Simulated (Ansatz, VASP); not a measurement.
Two plane-wave programs on CeO2

File INCAR:

```
ALGO = Normal ; EDIFF = 1E-7
ENCUT = 520 ; GGA = PS
ISIF = 2 ; ISMEAR = 0
IVDW = 12 ; LASPH = T
LCHARG = F ; LREAL = F
LWAVE = F ; NBANDS = 19
NELM = 60 ; PREC = Accurate
SIGMA = 0.05
```

KPOINTS

```
k-points
0
Gamma
  8 8 8
```

The input POSCAR:

```
CeO2
1.0
    0.0000000000      2.6783468199      2.6783468199
    2.6783468199      0.0000000000      2.6783468199
    2.6783468199      2.6783468199      0.0000000000
Ce O
1 2
Direct
    0.0000000000      0.0000000000      0.0000000000
    0.2500000000      0.2500000000      0.2500000000
    0.7500000000      0.7500000000      0.7500000000
```

Input for Ansatz:

```yaml
crystal:
  lattice:
    - [0.0, 2.6783468199, 2.6783468199]
    - [2.6783468199, 0.0, 2.6783468199]
    - [2.6783468199, 2.6783468199, 0.0]
  atoms:
    - { symbol: Ce, position: [0.0, 0.0, 0.0] }
    - { symbol: O, position: [0.25, 0.25, 0.25] }
    - { symbol: O, position: [0.75, 0.75, 0.75] }
basis:
  ecutwfc: 420
  ecutrho_ratio: 4
kpoints:
  mp_grid: { grid: [8, 8, 8] }
hamiltonian:
  xc: pbesol
  dispersion: d3bj
scf:
  occupations: { method: gaussian, width: 0.05 }
output:
  forces: true
  stress: true
  eigenvalues: true
```

Alike in both runs: task single point; functional PBEsol; dispersion D3(BJ); k mesh 8 × 8 × 8; occupations gaussian, width 0.05 eV; no spin polarisation.

|  | VASP | Ansatz |
| --- | --- | --- |
| version | VASP 6.6.1 | Ansatz 0.2.0 |
| potentials or method | VASP PAW PBE potentials, release 64 (Ce, O), cutoff 520 eV | scalar-relativistic, plane waves, PAW |
| valence electrons in the cell | 24 | 24 |

```csv
,VASP,Ansatz,Ansatz less VASP
gap on the k mesh at the Fermi level (eV),2.04,2.06,+0.024
least direct gap on the mesh (eV),2.16,2.18,+0.024
pressure (GPa),1.3,1.4,+0.02
```

VASP's potentials were made for PBE, not for PBEsol.

Spin-orbit coupling is off throughout.
